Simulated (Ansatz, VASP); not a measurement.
# Two plane-wave programs on Cd

```
Cd
1.0
     2.88186    0.00000    0.00000
    -1.44093    2.49577    0.00000
     0.00000    0.00000    5.63837
Cd
2
Direct
  0.33333 0.66667 0.25000
  0.66667 0.33333 0.75000
```

Alike in both runs: task single point; functional LDA; k mesh 13 × 13 × 6; occupations methfessel-paxton of order 1, width 0.01 eV; no spin polarisation.

|  | VASP | Ansatz |
| --- | --- | --- |
| version | VASP 6.6.1 | Ansatz 0.2.0 |
| potentials or method | VASP PAW LDA potentials, release 64 (Cd), cutoff 520 eV | plane waves (420 eV) with PAW, scalar-relativistic |
| valence electrons in the cell | 24 | 40 |

VASP gave:

```
pressure (GPa)                                                : 0.8
traceless stress, the component that is largest in VASP (GPa) : -2.47
```

**Question.** What did Ansatz give for the same quantities?

**Answer.** Pressure (GPa): 0.0; traceless stress, the component that is largest in VASP (GPa): -2.11.

Ansatz warns that its potentials were made for another functional, while VASP's fit it. LDA's correlation is that of Perdew and Zunger in VASP and of Perdew and Wang (1992) in Ansatz. VASP's potentials hold 24 valence electrons a cell and Ansatz's 40, so a difference there can come from the potentials and not from the codes.
